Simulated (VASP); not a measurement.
# LiGeBr2 (P-3m1) in VASP: a series of runs, part 2 of 2

VASP 6.6.1. The steps go on from the part before.

## (3) Single point, PBE

This run uses another cell than the first one, of 26.09 Å³/atom.

INCAR

```
PREC     = Accurate       # precision mode
ENCUT    = 520            # plane-wave cutoff, eV
EDIFF    = 1E-6           # SCF threshold, eV
ISMEAR   = 0              # smearing method
SIGMA    = 0.1            # smearing width, eV
LREAL    = False          # projectors in reciprocal space
LASPH    = True           # aspherical terms in the spheres
NELM     = 100            # most SCF steps
ALGO     = Normal         # electronic algorithm
ISIF     = 2              # what is computed and relaxed
LWAVE    = False          # write WAVECAR
LCHARG   = False          # write CHGCAR
GGA      = PE             # functional
NBANDS   = 24             # bands
```

KPOINTS

```
regular mesh
0
Gamma
  6 6 4
```

POSCAR

```
LiGeBr2
1.0
    4.5417040905      0.0000000000      0.0000000000
   -2.2708520453      3.9332311188      0.0000000000
    0.0000000000      0.0000000000      5.8412167052
Li Ge Br
1 1 2
Direct
    0.0000000000      0.0000000000      0.5000000000
    0.0000000000      0.0000000000      0.0000000000
    0.6666666667      0.3333333333      0.2487616048
    0.3333333333      0.6666666667      0.7512383952
```

Potentials or basis: VASP PAW PBE potentials, release 64 (Li_sv, Ge_d, Br).

On the command line:

```bash
$ cat potpaw_PBE.64/Li_sv/POTCAR potpaw_PBE.64/Ge_d/POTCAR potpaw_PBE.64/Br/POTCAR > POTCAR
$ mpirun -np 1 vasp_std > vasp.out
```

OUTCAR:

```text
PREC = Accurate
   ENCUT = 520
   EDIFF = 1E-6
   ISMEAR = 0
   LREAL = False
   LASPH = True
   NELM = 100
   ISIF = 2
   GGA = PE

 ion  position               nearest neighbor table
   1  0.000  0.000  0.500-
   2  0.000  0.000  0.000-
   3  0.667  0.333  0.249-
   4  0.333  0.667  0.751-

  LATTYP: Found a hexagonal cell.
 ALAT       =     4.5417040905
 C/A-ratio  =     1.2861288602

  Lattice vectors:

 A1 = (   4.5417040905,   0.0000000000,   0.0000000000)
 A2 = (  -2.2708520453,   3.9332311188,   0.0000000000)
 A3 = (   0.0000000000,   0.0000000000,   5.8412167052)

Analysis of symmetry for initial positions (statically):
=====================================================================
 Subroutine PRICEL returns:
 Original cell was already a primitive cell.

 Routine SETGRP: Setting up the symmetry group for a
 hexagonal supercell.

 Subroutine GETGRP returns: Found 12 space group operations
 (whereof 12 operations were pure point group operations)
 out of a pool of 24 trial point group operations.

The static configuration has the point symmetry D_3d.

Analysis of symmetry for dynamics (positions and initial velocities):
=====================================================================
 Subroutine PRICEL returns:
 Original cell was already a primitive cell.

 Routine SETGRP: Setting up the symmetry group for a
 hexagonal supercell.

 Subroutine GETGRP returns: Found 12 space group operations
 (whereof 12 operations were pure point group operations)
 out of a pool of 24 trial point group operations.

The dynamic configuration has the point symmetry D_3d.

[... 113 lines left out ...]
   NUPDOWN=      -1.0000    fix difference up-down
   EMIN   =  10.00;   EMAX   =-10.00  energy-range for DOS
   EFERMI =   0.00;   METHOD = LEGACY
   ISMEAR =     0;   SIGMA  =   0.10  broadening in eV -4-tet -1-fermi 0-gaus
   EFERMI_NEDOS =   21; number of points for ismear=-14 and -15
   IALGO  =     38    algorithm
   IMIX   =      4    mixing-type and parameters
     AMIX     =   0.40;   BMIX     =  1.00
     AMIX_MAG =   1.60;   BMIX_MAG =  1.00
  volume/ion in A,a.u.               =      26.09       176.04
  Fermi-wavevector in a.u.,A,eV,Ry     =   1.092374  2.064288 16.235586  1.193282
  Thomas-Fermi vector in A             =   2.228639
   LORBIT       =      0    0 simple, 1 ext, 2 COOP (PROOUT), +10 PAW based schemes
   GGA     = PE    functional components
   LHFCALC =     F    Hartree Fock is set to
   AEXX    =    0.0000 exact exchange contribution
   IVDW    =     0    specifies the selected vdW correction
   LEPSILON=     F    determine dielectric tensor
   LRPA    =     F    only Hartree local field effects (RPA)
 non-spin polarized calculation
 Gauss-broadening in eV      SIGMA  =   0.10
  energy-cutoff  :      520.00
  volume of cell :      104.34
 maximum number of plane-waves:      2847
 NGX is ok and might be reduce to    36
   NGX = 17   NGY = 17   NGZ = 21

 number of electron      31.0000019 magnetization

 Free energy of the ion-electron system (eV)
  ---------------------------------------------------
  ext. energy  EPLUGINS =         0.00000000
  ---------------------------------------------------
  free energy    TOTEN  =       -11.85719256 eV

  energy without entropy =      -11.84424866  energy(sigma->0) =      -11.85072061

 E-fermi :   3.2821     XC(G=0):  -8.4487

 val. band max:        3.2757971759   @ k =   0.3333  -0.0000   0.2500
 cond. band min:       3.3009930572   @ k =   0.3333  -0.0000   0.5000
 fundamental gap:      0.0251958814
 Fermi energy:         3.2821016429

 k-point     1 :       0.0000    0.0000    0.0000
  band No.  band energies     occupation
      1     -44.4505      2.00000
      2     -22.6240      2.00000
      3     -22.6240      2.00000
      4     -22.4808      2.00000
      5     -22.4808      2.00000
      6     -22.4375      2.00000
[... 637 lines left out ...]
     23       9.8142      0.00000
     24       9.8142      0.00000

------------------------ aborting loop because EDIFF is reached ----------------------------------------

  FORCE on cell =-STRESS in cart. coord.  units (eV):
  Direction    XX          YY          ZZ          XY          YZ          ZX
  --------------------------------------------------------------------------------------
  -------------------------------------------------------------------------------------
  Total       -0.2291097     -0.2291097     -0.0868747      0.0000000      0.0000000      0.0000000
  in kB       -3.5178919     -3.5178919     -1.3339284      0.0000000      0.0000000      0.0000000
  external PRESSURE =      -2.7899041 kB  Pullay stress =       0.0000000 kB

 VOLUME and BASIS-vectors are now :
 -----------------------------------------------------------------------------
  energy-cutoff  :      520.00
  volume of cell :      104.34
      direct lattice vectors                 reciprocal lattice vectors
     4.541704090  0.000000000  0.000000000     0.220181672  0.127121948  0.000000000
    -2.270852045  3.933231119  0.000000000     0.000000000  0.254243895  0.000000000
     0.000000000  0.000000000  5.841216705     0.000000000  0.000000000  0.171197209

 POSITION                                       TOTAL-FORCE (eV/Angst)
 -----------------------------------------------------------------------------------
      0.00000      0.00000      2.92061         0.000000      0.000000     -0.000000
      0.00000      0.00000      0.00000         0.000000      0.000000     -0.000000
      2.27085      1.31108      1.45307         0.000000      0.000000     -0.028196
     -0.00000      2.62215      4.38815        -0.000000     -0.000000      0.028196
 -----------------------------------------------------------------------------------
    total drift:                               -0.000000     -0.000000      0.000000

  FREE ENERGIE OF THE ION-ELECTRON SYSTEM (eV)
  ---------------------------------------------------
  free  energy   TOTEN  =       -11.8571925552 eV

  energy  without entropy=      -11.8442486562  energy(sigma->0) =      -11.85072061
```

OSZICAR:

```text
N       E                     dE             d eps       ncg     rms          rms(c)
DAV:   1     0.252050558127E+03    0.25205E+03   -0.13818E+04  1368   0.190E+03
DAV:   2     0.259314193646E+02   -0.22612E+03   -0.21105E+03  1312   0.548E+02
DAV:   3    -0.859950790376E+01   -0.34531E+02   -0.34099E+02  1440   0.125E+02
DAV:   4    -0.119573858344E+02   -0.33579E+01   -0.33369E+01  2160   0.345E+01
DAV:   5    -0.120131340923E+02   -0.55748E-01   -0.55741E-01  1328   0.372E+00    0.692E+00
DAV:   6    -0.118614313049E+02    0.15170E+00   -0.23166E-01  1680   0.329E+00    0.391E+00
DAV:   7    -0.118557580675E+02    0.56732E-02   -0.96857E-02  1360   0.162E+00    0.943E-01
DAV:   8    -0.118567900311E+02   -0.10320E-02   -0.19760E-02  1560   0.113E+00    0.115E-01
DAV:   9    -0.118569711248E+02   -0.18109E-03   -0.14675E-03  1464   0.342E-01    0.509E-02
DAV:  10    -0.118571460871E+02   -0.17496E-03   -0.20413E-04  1328   0.795E-02    0.260E-02
DAV:  11    -0.118571896952E+02   -0.43608E-04   -0.49272E-05  1384   0.486E-02    0.690E-03
DAV:  12    -0.118571923972E+02   -0.27019E-05   -0.53588E-06  1344   0.137E-02    0.396E-03
DAV:  13    -0.118571925552E+02   -0.15804E-06   -0.16805E-06  1128   0.101E-02
   1 F= -.11857193E+02 E0= -.11850721E+02  d E =-.129439E-01
```

It took 82 s on 1 thread of Intel Xeon 8259CL, shared host; peak memory 0.26 GiB.

What came out:

- Free energy: -11.8572 eV
- Largest force: 0.028 eV/Å
- Band gap on the k mesh: zero (an odd number of electrons rules out a gap without spin polarisation)

Forces on the atoms (eV/Å):
```
Li   0.000  0.000  0.000
Ge   0.000  0.000  0.000
Br   0.000  0.000 -0.028
Br   0.000  0.000  0.028
```

Caveat: the cutoff is under 1.25 times the usual one of these potentials, so pressure, stress and relaxed cells hold a basis-set (Pulay) error; an odd number of electrons without spin polarisation forces a metal; a magnetic or distorted state may lie lower.

## (4) Relaxation of cell and atoms, PBE

INCAR

```
SYSTEM = LiGeBr2
PREC = Accurate
ENCUT = 600
EDIFF = 1E-6
ISMEAR = 0
SIGMA = 0.1
LREAL = .False.
LASPH = .True.
NELM = 60
ALGO = Normal
ISIF = 3
LWAVE = .False.
LCHARG = .False.
GGA = PE
IBRION = 2
NSW = 90
EDIFFG = -0.04
```

KPOINTS

```
regular mesh
0
Gamma
  6 6 4
  0 0 0
```

POSCAR

```
LiGeBr2
1.0
    3.5909089600      0.0000000000      0.0000000000
   -1.7954544800      3.1098183800      0.0000000000
    0.0000000000      0.0000000000      5.0287863700
Li Ge Br
1 1 2
Direct
    0.0000000000      0.0000000000      0.5000000000
    0.0000000000      0.0000000000      0.0000000000
    0.6666666700      0.3333333300      0.2812593500
    0.3333333300      0.6666666700      0.7187406500
```

On the command line:

```bash
$ cat potpaw_PBE.64/Li_sv/POTCAR potpaw_PBE.64/Ge_d/POTCAR potpaw_PBE.64/Br/POTCAR > POTCAR
$ mpirun -np 1 vasp_std > vasp.out
```

Wall time 5.3 min (1 thread of Intel Xeon 8259CL, shared host); peak memory 0.21 GiB.

Results (log left out):

* Free energy: -11.7980 eV
* Relaxed volume: 25.65 Å³/atom
* Relaxed cell: a = 4.494 Å, b = 4.494 Å, c = 5.865 Å, α = 90.00°, β = 90.00°, γ = 120.00°
* Space group after relaxing (to 0.1 Å): P-3m1 (No. 164)
* Energy gained by relaxing: 1302.2 meV/atom
* Ionic steps: 10
* Pressure after relaxing: -0.2 GPa
* Largest force after relaxing: 0.016 eV/Å
* Band gap on the k mesh: zero (an odd number of electrons rules out a gap without spin polarisation)

Forces in eV/Å, atoms in the order of the input:
```
Li   0.000  0.000  0.000
Ge   0.000  0.000  0.000
Br   0.000  0.000 -0.016
Br   0.000  0.000  0.016
```

The path:
| step | energy change (eV) | largest force (eV/Å) | pressure (GPa) | volume (Å³) |
| --- | --- | --- | --- | --- |
| 1 | 0.0000 | 0.2487 | 59.63 | 56.16 |
| 2 | -4.9788 | 0.6294 | -2.43 | 110.22 |
| 3 | -5.0534 | 0.5799 | 1.08 | 97.05 |
| 4 | -5.0630 | 0.5984 | -0.09 | 100.58 |
| 5 | -5.0628 | 0.5930 | 0.24 | 99.51 |
| 6 | -5.0982 | 0.5257 | 0.17 | 99.74 |
| 7 | -5.1773 | 0.2798 | 0.19 | 100.38 |
| 8 | -5.1881 | 0.2651 | 0.56 | 101.55 |
| 9 | -5.2082 | 0.0181 | 0.30 | 101.05 |
| 10 | -5.2089 | 0.0159 | -0.18 | 102.58 |

Final structure:
```
Li Ge Br
1.0
     4.49395    0.00000    0.00000
    -2.24697    3.89187    0.00000
     0.00000    0.00000    5.86531
Li Ge Br
1 1 2
Cartesian
  4.4939 0.0000 2.9327
  4.4939 0.0000 0.0000
  2.2470 1.2973 1.4656
  0.0000 2.5946 4.3997
```

Levels at points of the mesh, in eV from the Fermi level:
| k point | band 14 | band 15 | band 16 | band 17 | band 18 | band 19 |
| --- | --- | --- | --- | --- | --- | --- |
| (0.00, 0.00, 0.00) | -4.27 | -3.25 | -1.25 | 0.78 | 0.78 | 3.50 |
| (0.50, 0.00, 0.00) | -3.87 | -3.25 | -0.36 | 1.31 | 2.09 | 3.03 |
| (0.00, 0.00, 0.50) | -4.18 | -3.32 | -1.13 | 0.50 | 0.50 | 3.92 |
| (0.50, 0.00, 0.50) | -4.28 | -3.12 | 0.26 | 1.64 | 1.77 | 4.16 |

Caveat: the cutoff is under 1.25 times the usual one of these potentials, so pressure, stress and relaxed cells hold a basis-set (Pulay) error; the volume moved by over 15 % at a fixed basis, so the end points are rough; an odd number of electrons without spin polarisation forces a metal; a magnetic or distorted state may lie lower.

## (5) Summary

| task | cell | cutoff (eV) | gap on the mesh (eV) | largest force (eV/Å) |
| --- | --- | --- | --- | --- |
| single point | a = 3.591, b = 3.591, c = 5.029 Å, angles 90.0, 90.0, 120.0°, 4 atoms, atomic positions A | 520 | none | 0.25 |
| single point | a = 4.542, b = 4.542, c = 5.841 Å, angles 90.0, 90.0, 120.0°, 4 atoms, atomic positions B | 520 | none | 0.03 |
| relaxation of cell and atoms | relaxed from a = 3.591, b = 3.591, c = 5.029 Å, angles 90.0, 90.0, 120.0°, 4 atoms, atomic positions A | 600 | none | 0.02 |

Alike in all rows: level PBE; potentials or basis VASP PAW PBE potentials, release 64 (Li_sv, Ge_d, Br); no spin polarisation; k mesh 6 × 6 × 4; smearing gaussian 0.1 eV.

Caveats: the cutoff is under 1.25 times the usual one of these potentials, so pressure, stress and relaxed cells hold a basis-set (Pulay) error; an odd number of electrons without spin polarisation forces a metal; a magnetic or distorted state may lie lower; the volume moved by over 15 % at a fixed basis, so the end points are rough (at least some runs).

Absolute energies hang on the potentials; compare differences alone.
